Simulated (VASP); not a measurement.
# MgO (P6_3/mmc) in VASP: a series of runs

Runs on MgO. Level: PBEsol. Tasks: single point.

Program: VASP 6.6.1. These are calculated values, not measurements. Logs are shortened: lines on timing, memory, paths and dates and some standing lists are left out, and cuts for length are marked.

### Step 1. The cell of the first run

The structure is hexagonal, space group P6_3/mmc (No. 194). Conventional cell: a = 3.312 Å, b = 3.312 Å, c = 3.969 Å, α = 90.00°, β = 90.00°, γ = 120.00°. Mg (site symmetry -6m2) has 5 O at 1.91 to 1.98 Å within 2.5 Å. Within 2.5 Å of O (site symmetry -6m2) lie 5 Mg at 1.91 to 1.98 Å.

### Step 2. Single point, PBEsol (strain -0.050 along x and y, -0.050 along z)

Input file INCAR:

```
SYSTEM = MgO
PREC = Accurate ; ENCUT = 520
EDIFF = 1E-6 ; ISMEAR = 0
SIGMA = 0.05 ; LREAL = .False.
LASPH = .True. ; NELM = 60
ALGO = Normal ; ISIF = 2
LWAVE = .False. ; LCHARG = .False.
GGA = PS ; NBANDS = 16
```

Input file KPOINTS:

```
regular mesh
0
Gamma
  9 9 6
  0 0 0
```

Input file POSCAR:

```
MgO
1.0
    3.3120589696      0.0000000000      0.0000000000
   -1.6560294848      2.8683272065      0.0000000000
    0.0000000000      0.0000000000      3.9691391590
Mg O
2 2
Direct
    0.6666666667      0.3333333333      0.7500000000
    0.3333333333      0.6666666667      0.2500000000
    0.6666666667      0.3333333333      0.2500000000
    0.3333333333      0.6666666667      0.7500000000
```

Potentials or basis: VASP PAW PBE potentials, release 64 (Mg, O).

Started as:

```
$ cat potpaw_PBE.64/Mg/POTCAR potpaw_PBE.64/O/POTCAR > POTCAR
$ mpirun -np 1 vasp_std > vasp.out
```

OUTCAR:

```text
SYSTEM = MgO
   PREC = Accurate
   ENCUT = 520
   EDIFF = 1E-6
   ISMEAR = 0
   LREAL = .False.
   LASPH = .True.
   NELM = 60
   ISIF = 2
   GGA = PS

 ion  position               nearest neighbor table
   1  0.667  0.333  0.750-   4 1.91   4 1.91   4 1.91   3 1.98   3 1.98   2 2.76   2 2.76   2 2.76
                             2 2.76   2 2.76   2 2.76
   2  0.333  0.667  0.250-   3 1.91   3 1.91   3 1.91   4 1.98   4 1.98   1 2.76   1 2.76   1 2.76
                             1 2.76   1 2.76   1 2.76
   3  0.667  0.333  0.250-   2 1.91   2 1.91   2 1.91   1 1.98   1 1.98
   4  0.333  0.667  0.750-   1 1.91   1 1.91   1 1.91   2 1.98   2 1.98

  LATTYP: Found a hexagonal cell.
 ALAT       =     3.3120589696
 C/A-ratio  =     1.1983902447

  Lattice vectors:

 A1 = (   3.3120589696,   0.0000000000,   0.0000000000)
 A2 = (  -1.6560294848,   2.8683272065,   0.0000000000)
 A3 = (   0.0000000000,   0.0000000000,   3.9691391590)

Analysis of symmetry for initial positions (statically):
=====================================================================
 Subroutine PRICEL returns:
 Original cell was already a primitive cell.

 Routine SETGRP: Setting up the symmetry group for a
 hexagonal supercell.

 Subroutine GETGRP returns: Found 24 space group operations
 (whereof 12 operations were pure point group operations)
 out of a pool of 24 trial point group operations.

The static configuration has the point symmetry D_3d.
 The point group associated with its full space group is D_6h.

Analysis of symmetry for dynamics (positions and initial velocities):
=====================================================================
 Subroutine PRICEL returns:
 Original cell was already a primitive cell.

 Routine SETGRP: Setting up the symmetry group for a
 hexagonal supercell.

 Subroutine GETGRP returns: Found 24 space group operations
 (whereof 12 operations were pure point group operations)
 out of a pool of 24 trial point group operations.

The dynamic configuration has the point symmetry D_3d.
 The point group associated with its full space group is D_6h.

 Subroutine INISYM returns: Found 24 space group operations
 (whereof 12 operations are pure point group operations),
 and found     1 'primitive' translations

----------------------------------------------------------------------------------------

                                     Primitive cell

  volume of cell :      37.7071

  direct lattice vectors                    reciprocal lattice vectors
     3.312058970  0.000000000  0.000000000     0.301926991  0.174317630  0.000000000
    -1.656029485  2.868327207  0.000000000     0.000000000  0.348635260  0.000000000
     0.000000000  0.000000000  3.969139159     0.000000000  0.000000000  0.251943799

  length of vectors
     3.312058970  3.312058970  3.969139159     0.348635260  0.348635260  0.251943799

  position of ions in fractional coordinates (direct lattice)
     0.666666667  0.333333333  0.750000000
     0.333333333  0.666666667  0.250000000
     0.666666667  0.333333333  0.250000000
     0.333333333  0.666666667  0.750000000

  ion indices of the primitive-cell ions
   primitive index   ion index
                 1           1
                 2           2
                 3           3
                 4           4

----------------------------------------------------------------------------------------

 KPOINTS: regular mesh

Automatic generation of k-mesh.
 Grid dimensions read from file:
 generate k-points for:    9    9    6

 Generating k-lattice:

  Cartesian coordinates                     Fractional coordinates (reciprocal lattice)
     0.033547443  0.019368626  0.000000000     0.111111111  0.000000000  0.000000000
     0.000000000  0.038737251  0.000000000     0.000000000  0.111111111  0.000000000
     0.000000000  0.000000000  0.041990633     0.000000000  0.000000000  0.166666667

  Length of vectors
     0.038737251  0.038737251  0.041990633

  Shift w.r.t. Gamma in fractional coordinates (k-lattice)
     0.000000000  0.000000000  0.000000000

 Subroutine IBZKPT returns following result:
 ===========================================

 Found     48 irreducible k-points:

 Following reciprocal coordinates:
            Coordinates               Weight
  0.000000  0.000000  0.000000      1.000000
  0.111111  0.000000  0.000000      6.000000
  0.222222  0.000000  0.000000      6.000000
  0.333333 -0.000000  0.000000      6.000000
  0.444444  0.000000  0.000000      6.000000
  0.111111  0.111111  0.000000      6.000000
[... 16 lines left out ...]
  0.333333  0.222222  0.166667     24.000000
  0.333333  0.333333  0.166667      4.000000
 [... further k-points ...]
   k-points           NKPTS =     48   k-points in BZ     NKDIM =     48   number of bands    NBANDS=     16
   number of dos      NEDOS =    301   number of ions     NIONS =      4
   total plane-waves  NPLWV =  23520
   dimension x,y,z NGX =    28 NGY =   28 NGZ =   30
   dimension x,y,z NGXF=    56 NGYF=   56 NGZF=   60
   ions per type =               2   2
   NGX,Y,Z   is equivalent  to a cutoff of  14.05, 14.05, 12.57 a.u.
   NGXF,Y,Z  is equivalent  to a cutoff of  28.11, 28.11, 25.13 a.u.
 SYSTEM =  MgO
   PREC   = accura    normal or accurate (medium, high low for compatibility)
   ISTART =      0    job   : 0-new  1-cont  2-samecut
   ICHARG =      2    charge: 1-file 2-atom 10-const
   ISPIN  =      1    spin polarized calculation?
   LNONCOLLINEAR =      F non collinear calculations
   LSORBIT =      F    spin-orbit coupling
   LASPH  =      T    aspherical Exc in radial PAW
   ENCUT  =  520.0 eV  38.22 Ry    6.18 a.u.   6.16  6.16  7.38*2*pi/ulx,y,z
   NELM   =     60;   NELMIN=  2; NELMDL= -5     # of ELM steps
   EDIFF  = 0.1E-05   stopping-criterion for ELM
   LREAL  =      F    real-space projection
   EDIFFG = 0.1E-04   stopping-criterion for IOM
   NSW    =      0    number of steps for IOM
   IBRION =     -1    ionic relax: 0-MD 1-quasi-New 2-CG
   NFREE  =      0    steps in history (QN), initial steepest desc. (CG)
   ISIF   =      2    stress and relaxation
   ISYM   =      2    0-nonsym 1-usesym 2-fastsym
   POTIM  = 0.5000    time-step for ionic-motion
   TEBEG  =    0.0;   TEEND  =   0.0 temperature during run
   PSTRESS=    0.0 pullay stress
   NELECT =      16.0000    total number of electrons
   NUPDOWN=      -1.0000    fix difference up-down
   EMIN   =  10.00;   EMAX   =-10.00  energy-range for DOS
   EFERMI =   0.00;   METHOD = LEGACY
   ISMEAR =     0;   SIGMA  =   0.05  broadening in eV -4-tet -1-fermi 0-gaus
   EFERMI_NEDOS =   21; number of points for ismear=-14 and -15
   IALGO  =     38    algorithm
   IMIX   =      4    mixing-type and parameters
     AMIX     =   0.40;   BMIX     =  1.00
     AMIX_MAG =   1.60;   BMIX_MAG =  1.00
  volume/ion in A,a.u.               =       9.43        63.62
  Fermi-wavevector in a.u.,A,eV,Ry     =   1.230195  2.324731 20.590766  1.513379
  Thomas-Fermi vector in A             =   2.365053
   LORBIT       =      0    0 simple, 1 ext, 2 COOP (PROOUT), +10 PAW based schemes
   GGA     = PS    functional components
   LHFCALC =     F    Hartree Fock is set to
   AEXX    =    0.0000 exact exchange contribution
   IVDW    =     0    specifies the selected vdW correction
   LEPSILON=     F    determine dielectric tensor
   LRPA    =     F    only Hartree local field effects (RPA)
 non-spin polarized calculation
 Gauss-broadening in eV      SIGMA  =   0.05
  energy-cutoff  :      520.00
  volume of cell :       37.71
 maximum number of plane-waves:      1032
 NGX is ok and might be reduce to    28
   NGX = 13   NGY = 13   NGZ = 15

 number of electron      15.9999995 magnetization

 Free energy of the ion-electron system (eV)
  ---------------------------------------------------
  ext. energy  EPLUGINS =         0.00000000
  ---------------------------------------------------
  free energy    TOTEN  =       -24.22733460 eV

  energy without entropy =      -24.22733460  energy(sigma->0) =      -24.22733460

 E-fermi :   3.2231     XC(G=0): -11.0310

 val. band max:        2.9972641371   @ k =   0.0000   0.0000   0.0000
 cond. band min:       7.1054093253   @ k =   0.0000   0.0000   0.0000
 fundamental gap:      4.1081451882
 Fermi energy:         3.2231124784

 k-point     1 :       0.0000    0.0000    0.0000
  band No.  band energies     occupation
      1     -14.6392      2.00000
      2     -12.7640      2.00000
      3      -1.2877      2.00000
      4       0.9115      2.00000
      5       0.9115      2.00000
      6       1.9536      2.00000
[... 8 lines left out ...]
     15      19.2946      0.00000
     16      20.2838      0.00000

 k-point     2 :       0.1111    0.0000    0.0000
  band No.  band energies     occupation
      1     -14.5576      2.00000
      2     -12.7754      2.00000
      3      -1.1778      2.00000
      4       0.6845      2.00000
      5       0.7989      2.00000
      6       1.6395      2.00000
[... 8 lines left out ...]
     15      18.8555      0.00000
     16      19.7315      0.00000

 k-point     3 :       0.2222    0.0000    0.0000
  band No.  band energies     occupation
      1     -14.3310      2.00000
      2     -12.8211      2.00000
      3      -0.8613      2.00000
      4       0.0191      2.00000
      5       0.5697      2.00000
      6       1.1920      2.00000
[... 8 lines left out ...]
     15      18.6518      0.00000
     16      18.7445      0.00000

 k-point     4 :       0.3333   -0.0000    0.0000
  band No.  band energies     occupation
      1     -14.0184      2.00000
      2     -12.9238      2.00000
      3      -0.7187      2.00000
      4      -0.3876      2.00000
      5       0.3609      2.00000
      6       0.9087      2.00000
[... 8 lines left out ...]
     15      18.3639      0.00000
     16      19.0530      0.00000
[... 324 lines left out ...]
 k-point    22 :       0.2222    0.2222    0.1667
  band No.  band energies     occupation
      1     -13.7758      2.00000
      2     -13.0283      2.00000
      3      -0.8724      2.00000
      4      -0.7511      2.00000
      5       0.5246      2.00000
      6       0.8889      2.00000
[... 8 lines left out ...]
     15      18.6680      0.00000
     16      19.8296      0.00000

 k-point    23 :       0.3333    0.2222    0.1667
  band No.  band energies     occupation
      1     -13.5286      2.00000
      2     -13.1578      2.00000
      3      -1.2028      2.00000
      4      -0.4426      2.00000
      5       0.0725      2.00000
      6       1.1805      2.00000
[... 8 lines left out ...]
     15      18.3934      0.00000
     16      20.2399      0.00000

 k-point    24 :       0.3333    0.3333    0.1667
  band No.  band energies     occupation
      1     -13.3227      2.00000
      2     -13.3227      2.00000
      3      -1.2022      2.00000
      4      -0.2629      2.00000
      5      -0.2629      2.00000
      6       1.5838      2.00000
[... 8 lines left out ...]
     15      18.1973      0.00000
     16      21.2586      0.00000

 [... further k-points ...]
[... 5 lines left out ...]
  --------------------------------------------------------------------------------------
  -------------------------------------------------------------------------------------
  Total        6.7366990      6.7366990      7.3621074      0.0000000      0.0000000      0.0000000
  in kB      286.2428489    286.2428489    312.8165005      0.0000000      0.0000000      0.0000000
  external PRESSURE =     295.1007328 kB  Pullay stress =       0.0000000 kB

 VOLUME and BASIS-vectors are now :
 -----------------------------------------------------------------------------
  energy-cutoff  :      520.00
  volume of cell :       37.71
      direct lattice vectors                 reciprocal lattice vectors
     3.312058970  0.000000000  0.000000000     0.301926991  0.174317630  0.000000000
    -1.656029485  2.868327207  0.000000000     0.000000000  0.348635260  0.000000000
     0.000000000  0.000000000  3.969139159     0.000000000  0.000000000  0.251943799

 POSITION                                       TOTAL-FORCE (eV/Angst)
 -----------------------------------------------------------------------------------
      1.65603      0.95611      2.97685        -0.000000      0.000000     -0.000000
     -0.00000      1.91222      0.99228         0.000000     -0.000000     -0.000000
      1.65603      0.95611      0.99228         0.000000     -0.000000      0.000000
     -0.00000      1.91222      2.97685        -0.000000     -0.000000     -0.000000
 -----------------------------------------------------------------------------------
    total drift:                               -0.000000      0.000000     -0.000000

  FREE ENERGIE OF THE ION-ELECTRON SYSTEM (eV)
  ---------------------------------------------------
  free  energy   TOTEN  =       -24.2273346012 eV

  energy  without entropy=      -24.2273346012  energy(sigma->0) =      -24.22733460
```

Run time: 50 s. Hardware: 1 thread of AMD EPYC 7R13, shared host; peak memory 0.14 GiB.

Results:

| Property | Result |
| --- | --- |
| Free energy | -24.2273 eV |
| Pressure | 29.5 GPa |
| Band gap on the k mesh | 4.11 eV, direct |

Caveat: the cell differs from its parent crystal (strain -0.050 along x and y, -0.050 along z); the PAW data sets were made with another functional, which shifts forces and pressure a little.

(Continued in part 2 of 2.)
